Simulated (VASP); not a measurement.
A run of VASP 6.6.1:

The input INCAR:

```
PREC = Accurate
ENCUT = 520
EDIFF = 1E-6
ISMEAR = 0
SIGMA = 0.1
LREAL = F
LASPH = T
NELM = 80
ALGO = Fast
ISIF = 2
LWAVE = F
LCHARG = F
LDIPOL = T
IDIPOL = 3
DIPOL = 0.5 0.5 0.500
GGA = PS
IBRION = 2
NSW = 80
EDIFFG = -0.02
```

The input KPOINTS:

```
regular mesh
0
Gamma
  9 9 1
```

File POSCAR:

```
HgTe
1.0
    4.6045184592      0.0000000000      0.0000000000
   -2.3022592296      3.9876299579      0.0000000000
    0.0000000000      0.0000000000     23.4590405523
Te Hg
3 3
Direct
    0.0000000000      0.0000000000      0.3197061697
    0.3333333333      0.6666666667      0.4799673522
    0.6666666667      0.3333333333      0.6402285347
    0.3333333333      0.6666666667      0.3597714653
    0.6666666667      0.3333333333      0.5200326478
    0.0000000000      0.0000000000      0.6802938303
```

Potentials or basis: VASP PAW PBE potentials, release 64 (Te, Hg).

Run with:

```console
$ cat potpaw_PBE.64/Te/POTCAR potpaw_PBE.64/Hg/POTCAR > POTCAR
$ mpirun -np 1 vasp_std > vasp.out
```

Hardware: 1 thread of Oxide Virtual Turin-like Processor, with other jobs on the host.

**Question.** Estimate the wall time of this run.

**Answer.** Run time: 30 min on 1 thread of Oxide Virtual Turin-like Processor, with other jobs on the host, peak memory 0.62 GiB. Counts: scf iterations 135, k points 12, ion steps 14.
